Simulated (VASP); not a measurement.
# Ag (Im-3m) in VASP: further runs, part 2 of 3

VASP 6.6.1.

## (3) Single point, PBE

This run uses another cell than the first one, of 18.15 Å³/atom, 1.035 times its volume.

Input file INCAR:

```
PREC = Accurate ; ENCUT = 520
EDIFF = 1E-6 ; ISMEAR = 0
SIGMA = 0.027000000000000003 ; LREAL = F
LASPH = T ; NELM = 80
ALGO = Fast ; ISIF = 2
LWAVE = F ; LCHARG = F
GGA = PE ; NBANDS = 12
```

Input file KPOINTS:

```
regular mesh
0
Gamma
  11 11 11
```

Input file POSCAR:

```
Ag
1.0
   -1.6556540000      1.6556540000      1.6556540000
    1.6556540000     -1.6556540000      1.6556540000
    1.6556540000      1.6556540000     -1.6556540000
Ag
1
Direct
    0.0000000000      0.0000000000      0.0000000000
```

Potentials or basis: VASP PAW PBE potentials, release 64 (Ag).

On the command line:

```
$ cat potpaw_PBE.64/Ag/POTCAR > POTCAR
$ mpirun -np 1 vasp_std > vasp.out
```

OUTCAR:

```text
PREC = Accurate
   ENCUT = 520
   EDIFF = 1E-6
   ISMEAR = 0
   LREAL = F
   LASPH = T
   NELM = 80
   ISIF = 2
   GGA = PE

 ion  position               nearest neighbor table
   1  0.000  0.000  0.000-

  LATTYP: Found a body centered cubic cell.
 ALAT       =     3.3113080000

  Lattice vectors:

 A1 = (  -1.6556540000,   1.6556540000,   1.6556540000)
 A2 = (   1.6556540000,  -1.6556540000,   1.6556540000)
 A3 = (   1.6556540000,   1.6556540000,  -1.6556540000)

Analysis of symmetry for initial positions (statically):
=====================================================================
 Subroutine PRICEL returns:
 Original cell was already a primitive cell.

 Routine SETGRP: Setting up the symmetry group for a
 body centered cubic supercell.

 Subroutine GETGRP returns: Found 48 space group operations
[... 9 lines left out ...]

 Routine SETGRP: Setting up the symmetry group for a
 body centered cubic supercell.

 Subroutine GETGRP returns: Found 48 space group operations
[... 11 lines left out ...]
                                     Primitive cell

  volume of cell :      18.1538

  direct lattice vectors                    reciprocal lattice vectors
    -1.655654000  1.655654000  1.655654000     0.000000000  0.301995465  0.301995465
     1.655654000 -1.655654000  1.655654000     0.301995465  0.000000000  0.301995465
     1.655654000  1.655654000 -1.655654000     0.301995465  0.301995465  0.000000000

  length of vectors
     2.867676848  2.867676848  2.867676848     0.427086083  0.427086083  0.427086083

  position of ions in fractional coordinates (direct lattice)
     0.000000000  0.000000000  0.000000000

  ion indices of the primitive-cell ions
   primitive index   ion index
                 1           1

----------------------------------------------------------------------------------------

[... 87 lines left out ...]
   IMIX   =      4    mixing-type and parameters
     AMIX     =   0.40;   BMIX     =  1.00
     AMIX_MAG =   1.60;   BMIX_MAG =  1.00
  volume/ion in A,a.u.               =      18.15       122.51
  Fermi-wavevector in a.u.,A,eV,Ry     =   1.385318  2.617871 26.111022  1.919106
  Thomas-Fermi vector in A             =   2.509739
   LORBIT       =      0    0 simple, 1 ext, 2 COOP (PROOUT), +10 PAW based schemes
   GGA     = PE    functional components
   LHFCALC =     F    Hartree Fock is set to
   AEXX    =    0.0000 exact exchange contribution
   IVDW    =     0    specifies the selected vdW correction
   LEPSILON=     F    determine dielectric tensor
   LRPA    =     F    only Hartree local field effects (RPA)
 non-spin polarized calculation
 RMM-DIIS sequential band-by-band and
 Gauss-broadening in eV      SIGMA  =   0.03
  energy-cutoff  :      520.00
  volume of cell :       18.15
 maximum number of plane-waves:       498
 NGX is ok and might be reduce to    24
   NGX = 11   NGY = 11   NGZ = 11

 number of electron      11.0000001 magnetization

 Free energy of the ion-electron system (eV)
  ---------------------------------------------------
  ext. energy  EPLUGINS =         0.00000000
  ---------------------------------------------------
  free energy    TOTEN  =        -2.69341574 eV

  energy without entropy =       -2.69286399  energy(sigma->0) =       -2.69313986

 E-fermi :   7.5566     XC(G=0): -11.8380

 val. band max:        7.5540558438   @ k =  -0.3636   0.4545   0.0909
 cond. band min:       7.7815212868   @ k =  -0.4545   0.4545   0.0909
 fundamental gap:      0.2274654429
 Fermi energy:         7.5566422640

 k-point     1 :       0.0000    0.0000    0.0000
  band No.  band energies     occupation
      1       0.2785      2.00000
      2       2.8969      2.00000
      3       2.8969      2.00000
      4       2.8969      2.00000
      5       4.0994      2.00000
      6       4.0994      2.00000
      7      25.3418      0.00000
      8      25.3418      0.00000
      9      25.3418      0.00000
     10      30.7070      0.00000
     11      30.7071      0.00000
     12      30.7082      0.00000
[... 331 lines left out ...]
 k-point    24 :       0.3636    0.1818    0.0909
  band No.  band energies     occupation
      1       2.0931      2.00000
      2       2.3605      2.00000
      3       3.5543      2.00000
      4       4.1388      2.00000
      5       4.2456      2.00000
      6      10.2926      0.00000
      7      11.7614      0.00000
      8      16.1471      0.00000
      9      18.6394      0.00000
     10      29.6147      0.00000
     11      32.1083      0.00000
     12      33.4970      0.00000

 [... further k-points ...]
[... 5 lines left out ...]
  --------------------------------------------------------------------------------------
  -------------------------------------------------------------------------------------
  Total       -0.0957572     -0.0957572     -0.0957572     -0.0000000      0.0000000      0.0000000
  in kB       -8.4511020     -8.4511020     -8.4511020     -0.0000000      0.0000000      0.0000000
  external PRESSURE =      -8.4511020 kB  Pullay stress =       0.0000000 kB

 VOLUME and BASIS-vectors are now :
 -----------------------------------------------------------------------------
  energy-cutoff  :      520.00
  volume of cell :       18.15
      direct lattice vectors                 reciprocal lattice vectors
    -1.655654000  1.655654000  1.655654000     0.000000000  0.301995465  0.301995465
     1.655654000 -1.655654000  1.655654000     0.301995465  0.000000000  0.301995465
     1.655654000  1.655654000 -1.655654000     0.301995465  0.301995465  0.000000000

 POSITION                                       TOTAL-FORCE (eV/Angst)
 -----------------------------------------------------------------------------------
      0.00000      0.00000      0.00000         0.000000     -0.000000      0.000000
 -----------------------------------------------------------------------------------
    total drift:                                0.000000      0.000000     -0.000000

  FREE ENERGIE OF THE ION-ELECTRON SYSTEM (eV)
  ---------------------------------------------------
  free  energy   TOTEN  =        -2.6934157356 eV

  energy  without entropy=       -2.6928639879  energy(sigma->0) =       -2.69313986
```

stdout:

```text
POSCAR found type information on POSCAR Ag
 POSCAR found :  1 types and       1 ions
 scaLAPACK will be used
 LDA part: xc-table for (Slater+PW92), standard interpolation
 POSCAR, INCAR and KPOINTS ok, starting setup
 FFT: planning ... GRIDC
 FFT: planning ... GRID_SOFT
 FFT: planning ... GRID
 WAVECAR not read
 entering main loop
```

Wall time 13 s (1 thread of Intel Xeon 8259CL, shared host); peak memory 0.14 GiB.

Results:

* Free energy: -2.6934 eV
* Pressure: -0.8 GPa

Levels at points of the mesh, in eV from the Fermi level:
| k point | band 3 | band 4 | band 5 | band 6 | band 7 | band 8 | band 9 | band 10 |
| --- | --- | --- | --- | --- | --- | --- | --- | --- |
| (0.00, 0.00, 0.00) | -4.66 | -4.66 | -3.46 | -3.46 | 17.79 | 17.79 | 17.79 | 23.15 |

## (4) Relaxation of cell and atoms, revPBE+D3(BJ)

This run uses another cell than the first one, of 18.15 Å³/atom, 1.035 times its volume.

Input file INCAR:

```
PREC = Accurate
ENCUT = 600
EDIFF = 1E-6
ISMEAR = -1
SIGMA = 0.05
LREAL = F
LASPH = T
NELM = 80
ALGO = Normal
ISIF = 3
LWAVE = F
LCHARG = F
GGA = RE
IVDW = 12
IBRION = 2
NSW = 60
EDIFFG = -0.01
```

KPOINTS is that of step 3.

POSCAR is that of step 3.

Potentials or basis: VASP PAW PBE potentials, release 64 (Ag).

On the command line:

```
$ cat potpaw_PBE.64/Ag/POTCAR > POTCAR
$ mpirun -np 1 vasp_std > vasp.out
```

OUTCAR:

```text
PREC = Accurate
   ENCUT = 600
   EDIFF = 1E-6
   ISMEAR = -1
   LREAL = F
   LASPH = T
   NELM = 80
   ISIF = 3
   GGA = RE
   IVDW = 12
   IBRION = 2
   NSW = 60
   EDIFFG = -0.01
 IVDW          = 12

 ion  position               nearest neighbor table
   1  0.000  0.000  0.000-

  LATTYP: Found a body centered cubic cell.
 ALAT       =     3.3113080000

  Lattice vectors:

 A1 = (  -1.6556540000,   1.6556540000,   1.6556540000)
 A2 = (   1.6556540000,  -1.6556540000,   1.6556540000)
 A3 = (   1.6556540000,   1.6556540000,  -1.6556540000)

Analysis of symmetry for initial positions (statically):
=====================================================================
 Subroutine PRICEL returns:
 Original cell was already a primitive cell.

 Routine SETGRP: Setting up the symmetry group for a
 body centered cubic supercell.

 Subroutine GETGRP returns: Found 48 space group operations
[... 9 lines left out ...]

 Routine SETGRP: Setting up the symmetry group for a
 body centered cubic supercell.

 Subroutine GETGRP returns: Found 48 space group operations
[... 11 lines left out ...]
                                     Primitive cell

  volume of cell :      18.1538

  direct lattice vectors                    reciprocal lattice vectors
    -1.655654000  1.655654000  1.655654000     0.000000000  0.301995465  0.301995465
     1.655654000 -1.655654000  1.655654000     0.301995465  0.000000000  0.301995465
     1.655654000  1.655654000 -1.655654000     0.301995465  0.301995465  0.000000000

  length of vectors
     2.867676848  2.867676848  2.867676848     0.427086083  0.427086083  0.427086083

  position of ions in fractional coordinates (direct lattice)
     0.000000000  0.000000000  0.000000000

  ion indices of the primitive-cell ions
   primitive index   ion index
                 1           1

----------------------------------------------------------------------------------------

 KPOINTS: regular mesh

Automatic generation of k-mesh.
[... 71 lines left out ...]
   NFREE  =      1    steps in history (QN), initial steepest desc. (CG)
   ISIF   =      3    stress and relaxation
   ISYM   =      2    0-nonsym 1-usesym 2-fastsym
   POTIM  = 0.5000    time-step for ionic-motion
   TEBEG  =    0.0;   TEEND  =   0.0 temperature during run
   PSTRESS=    0.0 pullay stress
   NELECT =      11.0000    total number of electrons
   NUPDOWN=      -1.0000    fix difference up-down
   EMIN   =  10.00;   EMAX   =-10.00  energy-range for DOS
   EFERMI =   0.00;   METHOD = LEGACY
   ISMEAR =    -1;   SIGMA  =   0.05  broadening in eV -4-tet -1-fermi 0-gaus
   EFERMI_NEDOS =   21; number of points for ismear=-14 and -15
   IALGO  =     38    algorithm
   IMIX   =      4    mixing-type and parameters
     AMIX     =   0.40;   BMIX     =  1.00
     AMIX_MAG =   1.60;   BMIX_MAG =  1.00
  volume/ion in A,a.u.               =      18.15       122.51
  Fermi-wavevector in a.u.,A,eV,Ry     =   1.385318  2.617871 26.111022  1.919106
  Thomas-Fermi vector in A             =   2.509739
   LORBIT       =      0    0 simple, 1 ext, 2 COOP (PROOUT), +10 PAW based schemes
   GGA     = RE    functional components
   LHFCALC =     F    Hartree Fock is set to
   AEXX    =    0.0000 exact exchange contribution
   IVDW    =    12    specifies the selected vdW correction
   LEPSILON=     F    determine dielectric tensor
   LRPA    =     F    only Hartree local field effects (RPA)
 conjugate gradient relaxation of ions
 non-spin polarized calculation
  energy-cutoff  :      600.00
  volume of cell :       18.15
 maximum number of plane-waves:       621
   NGX = 11   NGY = 11   NGZ = 11

--------------------------------------- Ionic step        1  -------------------------------------------

 number of electron      11.0000001 magnetization

 Free energy of the ion-electron system (eV)
  ---------------------------------------------------
  ext. energy  EPLUGINS =         0.00000000
  ---------------------------------------------------
  free energy    TOTEN  =        -2.27494316 eV

  energy without entropy =       -2.27157152  energy(sigma->0) =       -2.27325734

------------------------ aborting loop because EDIFF is reached ----------------------------------------

 Edisp (eV)   -1.05402

 E8    (eV) :    -0.7384
[... 69 lines left out ...]
--------------------------------------- Ionic step        3  -------------------------------------------

 number of electron      10.9999997 magnetization

 Free energy of the ion-electron system (eV)
  ---------------------------------------------------
  ext. energy  EPLUGINS =         0.00000000
  ---------------------------------------------------
  free energy    TOTEN  =        -2.21692133 eV

  energy without entropy =       -2.21282861  energy(sigma->0) =       -2.21487497

 E-fermi :   8.8741     XC(G=0): -12.2559

 val. band max:        8.8435365804   @ k =  -0.3636   0.4545   0.0909
 cond. band min:       8.9764922403   @ k =  -0.4545   0.4545   0.0909
 fundamental gap:      0.1329556600
 Fermi energy:         8.8741360931

 k-point     1 :       0.0000    0.0000    0.0000
  band No.  band energies     occupation
      1       0.9508      2.00000
      2       3.8413      2.00000
      3       3.8413      2.00000
      4       3.8413      2.00000
      5       5.2219      2.00000
      6       5.2219      2.00000
      7      26.9234      0.00000
      8      26.9234      0.00000
      9      26.9234      0.00000
[... 265 lines left out ...]
 k-point    24 :       0.3636    0.1818    0.0909
  band No.  band energies     occupation
      1       2.9003      2.00000
      2       3.2042      2.00000
      3       4.5567      2.00000
      4       5.2746      2.00000
      5       5.3987      2.00000
      6      11.7001      0.00000
      7      13.5148      0.00000
      8      17.9507      0.00000
      9      20.5113      0.00000

 [... further k-points ...]

------------------------ aborting loop because EDIFF is reached ----------------------------------------

 Edisp (eV)   -1.15174

 E8    (eV) :    -0.8070
[... 24 lines left out ...]
  FREE ENERGIE OF THE ION-ELECTRON SYSTEM (eV)
  ---------------------------------------------------
  free  energy   TOTEN  =        -3.3686600044 eV

  energy  without entropy=       -3.3645672891  energy(sigma->0) =       -3.36661365

 reached required accuracy - stopping structural energy minimisation
```

Run time: 29 s. Hardware: 1 thread of Intel Xeon 8259CL, shared host; peak memory 0.16 GiB.

Results:

* Free energy: -3.3687 eV
* Relaxed volume: 16.65 Å³/atom
* Relaxed cell: a = 2.786 Å, b = 2.786 Å, c = 2.786 Å, α = 109.47°, β = 109.47°, γ = 109.47°
* Space group after relaxing (to 0.05 Å): Im-3m (No. 229)
* Energy gained by relaxing: 39.7 meV/atom
* Ionic steps: 3
* Pressure after relaxing: 0.0 GPa
* Dispersion energy per atom: -1.152 eV

The path:
```
step  energy change (eV)  largest force (eV/Å)  pressure (GPa)  volume (Å³)
   1              0.0000                0.0000           -7.69        18.15
   2             -0.0285                0.0000            5.43        15.96
   3             -0.0397                0.0000           -0.01        16.65
```

Final structure:
```
Ag
1.0
    -1.60876    1.60876    1.60876
     1.60876   -1.60876    1.60876
     1.60876    1.60876   -1.60876
Ag
1
Direct
  0.00000 0.00000 0.00000
```

Levels at points of the mesh, in eV from the Fermi level:
```csv
k point,band 3,band 4,band 5,band 6,band 7,band 8,band 9
"(0.00, 0.00, 0.00)",-5.03,-5.03,-3.65,-3.65,18.05,18.05,18.05
```

Caveat: the PAW data sets were made with another functional, which shifts forces and pressure a little; pairwise dispersion overbinds metals, which lowers pressure and volume.

(Part 2 of 3 ends here.)
